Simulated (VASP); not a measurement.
# BN (P3m1) in VASP: single point with r2SCAN

Aim: the single point of BN with r2SCAN.

All numbers are computed with VASP 6.6.1; they aren't measurements. Logs are shortened: lines on timing, memory, paths and dates and some standing lists are left out, and cuts for length are marked.

## 1. The cell of the first run

Symmetry: P3m1, No. 156, trigonal system. The conventional cell has a = 2.554 Å, b = 2.554 Å, c = 4.227 Å, α = 90.00°, β = 90.00°, γ = 120.00°. Within 1.8 Å of B (site symmetry 3m) lie 4 N at 1.38 to 1.65 Å. Within 2.1 Å of B (site symmetry 3m) lie 4 N at 1.57 to 1.58 Å. N (site symmetry 3m) has 4 B at 1.38 to 1.57 Å within 1.8 Å. Within 2.1 Å of N (site symmetry 3m) lie 4 B at 1.58 to 1.65 Å.

## 2. Single point, r2SCAN (atom 1 (B) moved -0.200 Å along Cartesian [0 0 1])

Input file POSCAR:

```
BN
1.0
    2.5539396017      0.0000000000      0.0000000000
   -1.2769698009      2.2117765748      0.0000000000
    0.0000000000      0.0000000000      4.2268550000
B N
2 2
Direct
    0.6666666667      0.3333333333      0.9524074964
    0.3333333333      0.6666666667      0.4997240000
    0.6666666667      0.3333333333      0.6252760000
    0.3333333333      0.6666666667      0.1252760000
```

Input file INCAR.step1:

```
SYSTEM = BN
PREC     = Accurate       ! precision mode
ENCUT    = 1460           ! plane-wave cutoff, eV
ISMEAR   = 0              ! smearing method
SIGMA    = 0.05           ! smearing width, eV
LREAL    = .False.        ! projectors in reciprocal space
LASPH    = .True.         ! aspherical terms in the spheres
NELM     = 120            ! most SCF steps
NBANDS   = 16             ! bands
GGA      = PE             ! functional
ALGO     = Normal         ! electronic algorithm
EDIFF    = 1E-5           ! SCF threshold, eV
LWAVE    = .True.         ! write WAVECAR
LCHARG   = .False.        ! write CHGCAR
GGA_COMPAT= .False.
```

Input file INCAR.step2:

```
SYSTEM = BN
PREC     = Accurate       ! precision mode
ENCUT    = 1460           ! plane-wave cutoff, eV
EDIFF    = 1E-6           ! SCF threshold, eV
ISMEAR   = 0              ! smearing method
SIGMA    = 0.05           ! smearing width, eV
LREAL    = .False.        ! projectors in reciprocal space
LASPH    = .True.         ! aspherical terms in the spheres
NELM     = 120            ! most SCF steps
ALGO     = Normal         ! electronic algorithm
ISIF     = 2              ! what is computed and relaxed
LWAVE    = .False.        ! write WAVECAR
LCHARG   = .False.        ! write CHGCAR
METAGGA  = R2SCAN         ! meta-GGA
LMIXTAU  = .True.       
NBANDS   = 16             ! bands
ISTART   = 1            
GGA_COMPAT= .False.
```

Input file KPOINTS:

```
Automatic mesh
0
Gamma
  12 12 6
  0 0 0
```

Potentials or basis: VASP PAW PBE potentials, release 64 (B_h, N_h).

Run with:

```bash
$ cat potpaw_PBE.64/B_h/POTCAR potpaw_PBE.64/N_h/POTCAR > POTCAR
$ cp INCAR.step1 INCAR
$ mpirun -np 1 vasp_std > vasp.out
$ cp INCAR.step2 INCAR
$ mpirun -np 1 vasp_std > vasp.out
```

OUTCAR:

```text
SYSTEM = BN
   PREC = Accurate
   ENCUT = 1460
   EDIFF = 1E-6
   ISMEAR = 0
   LREAL = .False.
   LASPH = .True.
   NELM = 120
   ISIF = 2
   METAGGA = R2SCAN
   ISTART = 1

 ion  position               nearest neighbor table
   1  0.667  0.333  0.952-   3 1.38
   2  0.333  0.667  0.500-
   3  0.667  0.333  0.625-   1 1.38
   4  0.333  0.667  0.125-

  LATTYP: Found a hexagonal cell.
 ALAT       =     2.5539396017
 C/A-ratio  =     1.6550332659

  Lattice vectors:

 A1 = (   2.5539396017,   0.0000000000,   0.0000000000)
 A2 = (  -1.2769698009,   2.2117765748,   0.0000000000)
 A3 = (   0.0000000000,   0.0000000000,   4.2268550000)

Analysis of symmetry for initial positions (statically):
=====================================================================
 Subroutine PRICEL returns:
 Original cell was already a primitive cell.

 Routine SETGRP: Setting up the symmetry group for a
 hexagonal supercell.

 Subroutine GETGRP returns: Found  6 space group operations
 (whereof  6 operations were pure point group operations)
 out of a pool of 24 trial point group operations.

The static configuration has the point symmetry C_3v.

Analysis of symmetry for dynamics (positions and initial velocities):
=====================================================================
 Subroutine PRICEL returns:
 Original cell was already a primitive cell.

 Routine SETGRP: Setting up the symmetry group for a
 hexagonal supercell.

 Subroutine GETGRP returns: Found  6 space group operations
 (whereof  6 operations were pure point group operations)
 out of a pool of 24 trial point group operations.

The dynamic configuration has the point symmetry C_3v.

 Subroutine INISYM returns: Found  6 space group operations
 (whereof  6 operations are pure point group operations),
 and found     1 'primitive' translations

----------------------------------------------------------------------------------------

                                     Primitive cell

  volume of cell :      23.8764

  direct lattice vectors                    reciprocal lattice vectors
     2.553939602  0.000000000  0.000000000     0.391551938  0.226062617  0.000000000
    -1.276969801  2.211776575  0.000000000     0.000000000  0.452125233  0.000000000
     0.000000000  0.000000000  4.226855000     0.000000000  0.000000000  0.236582518

  length of vectors
     2.553939602  2.553939602  4.226855000     0.452125233  0.452125233  0.236582518

  position of ions in fractional coordinates (direct lattice)
     0.666666667  0.333333333  0.952407496
     0.333333333  0.666666667  0.499724000
     0.666666667  0.333333333  0.625276000
     0.333333333  0.666666667  0.125276000

  ion indices of the primitive-cell ions
   primitive index   ion index
                 1           1
                 2           2
                 3           3
                 4           4

----------------------------------------------------------------------------------------

 KPOINTS: Automatic mesh

Automatic generation of k-mesh.
 Grid dimensions read from file:
 generate k-points for:   12   12    6

 Generating k-lattice:

  Cartesian coordinates                     Fractional coordinates (reciprocal lattice)
     0.032629328  0.018838551  0.000000000     0.083333333  0.000000000  0.000000000
     0.000000000  0.037677103  0.000000000     0.000000000  0.083333333  0.000000000
     0.000000000  0.000000000  0.039430420     0.000000000  0.000000000  0.166666667

  Length of vectors
     0.037677103  0.037677103  0.039430420

  Shift w.r.t. Gamma in fractional coordinates (k-lattice)
     0.000000000  0.000000000  0.000000000

 Subroutine IBZKPT returns following result:
 ===========================================

 Found    100 irreducible k-points:

 Following reciprocal coordinates:
            Coordinates               Weight
  0.000000  0.000000  0.000000      1.000000
  0.083333  0.000000  0.000000      6.000000
  0.166667  0.000000  0.000000      6.000000
  0.250000  0.000000  0.000000      6.000000
  0.333333  0.000000  0.000000      6.000000
  0.416667  0.000000  0.000000      6.000000
[... 16 lines left out ...]
  0.166667  0.000000  0.166667      6.000000
  0.000000  0.166667  0.166667      6.000000
 [... further k-points ...]
   k-points           NKPTS =    100   k-points in BZ     NKDIM =    100   number of bands    NBANDS=     16
   number of dos      NEDOS =    301   number of ions     NIONS =      4
   total plane-waves  NPLWV =  55296
   dimension x,y,z NGX =    32 NGY =   32 NGZ =   54
   dimension x,y,z NGXF=    64 NGYF=   64 NGZF=  108
   ions per type =               2   2
   NGX,Y,Z   is equivalent  to a cutoff of  20.83, 20.83, 21.24 a.u.
   NGXF,Y,Z  is equivalent  to a cutoff of  41.66, 41.66, 42.48 a.u.
 SYSTEM =  BN
   PREC   = accura    normal or accurate (medium, high low for compatibility)
   ISTART =      1    job   : 0-new  1-cont  2-samecut
   ICHARG =      0    charge: 1-file 2-atom 10-const
   ISPIN  =      1    spin polarized calculation?
   LNONCOLLINEAR =      F non collinear calculations
   LSORBIT =      F    spin-orbit coupling
   LASPH  =      T    aspherical Exc in radial PAW
   ENCUT  = 1460.0 eV 107.31 Ry   10.36 a.u.   7.96  7.96 13.17*2*pi/ulx,y,z
   NELM   =    120;   NELMIN=  2; NELMDL=  0     # of ELM steps
   EDIFF  = 0.1E-05   stopping-criterion for ELM
   LREAL  =      F    real-space projection
   EDIFFG = 0.1E-04   stopping-criterion for IOM
   NSW    =      0    number of steps for IOM
   IBRION =     -1    ionic relax: 0-MD 1-quasi-New 2-CG
   NFREE  =      0    steps in history (QN), initial steepest desc. (CG)
   ISIF   =      2    stress and relaxation
   ISYM   =      2    0-nonsym 1-usesym 2-fastsym
   POTIM  = 0.5000    time-step for ionic-motion
   TEBEG  =    0.0;   TEEND  =   0.0 temperature during run
   PSTRESS=    0.0 pullay stress
   NELECT =      16.0000    total number of electrons
   NUPDOWN=      -1.0000    fix difference up-down
   EMIN   =  10.00;   EMAX   =-10.00  energy-range for DOS
   EFERMI =   0.00;   METHOD = LEGACY
   ISMEAR =     0;   SIGMA  =   0.05  broadening in eV -4-tet -1-fermi 0-gaus
   EFERMI_NEDOS =   21; number of points for ismear=-14 and -15
   IALGO  =     38    algorithm
   IMIX   =      4    mixing-type and parameters
     AMIX     =   0.40;   BMIX     =  1.00
     AMIX_MAG =   1.60;   BMIX_MAG =  1.00
  volume/ion in A,a.u.               =       5.97        40.28
  Fermi-wavevector in a.u.,A,eV,Ry     =   1.432600  2.707222 27.923836  2.052344
  Thomas-Fermi vector in A             =   2.552210
   LORBIT       =      0    0 simple, 1 ext, 2 COOP (PROOUT), +10 PAW based schemes
   METAGGA = R2SCAN    functional components
   LHFCALC =     F    Hartree Fock is set to
   AEXX    =    0.0000 exact exchange contribution
   IVDW    =     0    specifies the selected vdW correction
   LEPSILON=     F    determine dielectric tensor
   LRPA    =     F    only Hartree local field effects (RPA)
 non-spin polarized calculation
 Gauss-broadening in eV      SIGMA  =   0.05
  energy-cutoff  :     1460.00
  volume of cell :       23.88
 maximum number of plane-waves:      3050
   NGX = 15   NGY = 15   NGZ = 27

 number of electron      16.0000000 magnetization

 Free energy of the ion-electron system (eV)
  ---------------------------------------------------
  ext. energy  EPLUGINS =         0.00000000
  ---------------------------------------------------
  free energy    TOTEN  =       -37.45395553 eV

  energy without entropy =      -37.45395553  energy(sigma->0) =      -37.45395553

 E-fermi :  10.2122     XC(G=0): -13.6906

 val. band max:        9.9852470788   @ k =   0.0000   0.0000   0.0000
 cond. band min:      13.5220255729   @ k =   0.3333   0.3333   0.0000
 fundamental gap:      3.5367784941
 Fermi energy:        10.2121706289

 k-point     1 :       0.0000    0.0000    0.0000
  band No.  band energies     occupation
      1     -12.7952      2.00000
      2      -8.0003      2.00000
      3      -2.6367      2.00000
      4       6.2988      2.00000
      5       6.2988      2.00000
      6       7.4997      2.00000
[... 8 lines left out ...]
     15      21.8775      0.00000
     16      26.3370      0.00000

 k-point     2 :       0.0833    0.0000    0.0000
  band No.  band energies     occupation
      1     -12.6433      2.00000
      2      -7.8771      2.00000
      3      -2.4893      2.00000
      4       5.5936      2.00000
      5       6.0353      2.00000
      6       7.3704      2.00000
[... 8 lines left out ...]
     15      22.2740      0.00000
     16      26.1077      0.00000

 k-point     3 :       0.1667    0.0000    0.0000
  band No.  band energies     occupation
      1     -12.1944      2.00000
      2      -7.5252      2.00000
      3      -2.0536      2.00000
      4       3.9125      2.00000
      5       5.4018      2.00000
      6       6.9107      2.00000
[... 8 lines left out ...]
     15      23.3167      0.00000
     16      25.7189      0.00000

 k-point     4 :       0.2500    0.0000    0.0000
  band No.  band energies     occupation
      1     -11.4727      2.00000
      2      -7.0107      2.00000
      3      -1.3533      2.00000
      4       1.9285      2.00000
      5       4.6764      2.00000
      6       5.6841      2.00000
[... 8 lines left out ...]
     15      24.7102      0.00000
     16      26.3658      0.00000

 k-point     5 :       0.3333    0.0000    0.0000
  band No.  band energies     occupation
      1     -10.5395      2.00000
      2      -6.5019      2.00000
      3      -0.4731      2.00000
      4       0.1935      2.00000
      5       3.8919      2.00000
      6       4.0574      2.00000
[... 8 lines left out ...]
     15      26.1029      0.00000
     16      26.6206      0.00000

 k-point     6 :       0.4167    0.0000    0.0000
  band No.  band energies     occupation
      1      -9.5639      2.00000
      2      -6.3116      2.00000
      3      -0.9594      2.00000
      4       0.6033      2.00000
      5       2.3811      2.00000
      6       3.6524      2.00000
[... 8 lines left out ...]
     15      26.7404      0.00000
     16      27.1071      0.00000
[... 267 lines left out ...]
 k-point    21 :       0.0833    0.0000    0.1667
  band No.  band energies     occupation
      1     -12.5185      2.00000
      2      -8.3765      2.00000
      3      -1.6863      2.00000
      4       5.6634      2.00000
      5       6.1122      2.00000
      6       6.6864      2.00000
[... 8 lines left out ...]
     15      21.9805      0.00000
     16      25.8409      0.00000

 k-point    22 :       0.0000    0.0833    0.1667
  band No.  band energies     occupation
      1     -12.5185      2.00000
      2      -8.3766      2.00000
      3      -1.6855      2.00000
      4       5.6361      2.00000
      5       6.1140      2.00000
      6       6.7192      2.00000
[... 8 lines left out ...]
     15      21.8894      0.00000
     16      25.7648      0.00000

 k-point    23 :       0.1667    0.0000    0.1667
  band No.  band energies     occupation
      1     -12.0733      2.00000
      2      -7.9944      2.00000
      3      -1.3112      2.00000
      4       4.0298      2.00000
      5       5.4897      2.00000
      6       6.2387      2.00000
[... 8 lines left out ...]
     15      23.0431      0.00000
     16      25.8806      0.00000

 k-point    24 :       0.0000    0.1667    0.1667
  band No.  band energies     occupation
      1     -12.0732      2.00000
      2      -7.9948      2.00000
      3      -1.3025      2.00000
      4       3.9512      2.00000
      5       5.4918      2.00000
      6       6.3737      2.00000
[... 8 lines left out ...]
     15      22.8882      0.00000
     16      25.2921      0.00000

 [... further k-points ...]

------------------------ aborting loop because EDIFF is reached ----------------------------------------

  FORCE on cell =-STRESS in cart. coord.  units (eV):
  Direction    XX          YY          ZZ          XY          YZ          ZX
  --------------------------------------------------------------------------------------
  -------------------------------------------------------------------------------------
  Total       -0.1820262     -0.1820262      1.3551671      0.0000000      0.0000000      0.0000000
  in kB      -12.2144875    -12.2144875     90.9356588      0.0000000      0.0000000      0.0000000
  external PRESSURE =      22.1688946 kB  Pullay stress =       0.0000000 kB

 VOLUME and BASIS-vectors are now :
 -----------------------------------------------------------------------------
  energy-cutoff  :     1460.00
  volume of cell :       23.88
      direct lattice vectors                 reciprocal lattice vectors
     2.553939602  0.000000000  0.000000000     0.391551938  0.226062617  0.000000000
    -1.276969801  2.211776575  0.000000000     0.000000000  0.452125233  0.000000000
     0.000000000  0.000000000  4.226855000     0.000000000  0.000000000  0.236582518

 POSITION                                       TOTAL-FORCE (eV/Angst)
 -----------------------------------------------------------------------------------
      1.27697      0.73726      4.02569         0.000000      0.000000      9.657035
     -0.00000      1.47452      2.11226        -0.000000      0.000000     -2.488936
      1.27697      0.73726      2.64295        -0.000000     -0.000000     -4.032551
     -0.00000      1.47452      0.52952         0.000000     -0.000000     -3.135549
 -----------------------------------------------------------------------------------
    total drift:                                0.000000      0.000000     -0.008496

  FREE ENERGIE OF THE ION-ELECTRON SYSTEM (eV)
  ---------------------------------------------------
  free  energy   TOTEN  =       -37.4539555285 eV

  energy  without entropy=      -37.4539555285  energy(sigma->0) =      -37.45395553
```

Wall time 7.1 min (1 thread of Intel Xeon Platinum 8259CL at 2.50GHz (Skylake/Cascade Lake), shared host); peak memory 0.33 GiB.

What came out:

```yaml
Free_energy: -37.4540 eV
Pressure: 2.2 GPa
Largest_force: 9.657 eV/Å
Band_gap_on_the_k_mesh: 3.54 eV (least direct gap 7.44 eV)
```

Forces in eV/Å, atoms in the order of the input:
```
B    0.000  0.000  9.657
B    0.000  0.000 -2.489
N    0.000  0.000 -4.033
N    0.000  0.000 -3.136
```

Caveat: the cell differs from its parent crystal (atom 1 (B) moved -0.200 Å along Cartesian [0 0 1]); the stress differs along the axes, from -1 to 9 GPa; the PAW data sets were made with another functional, which shifts forces and pressure a little.
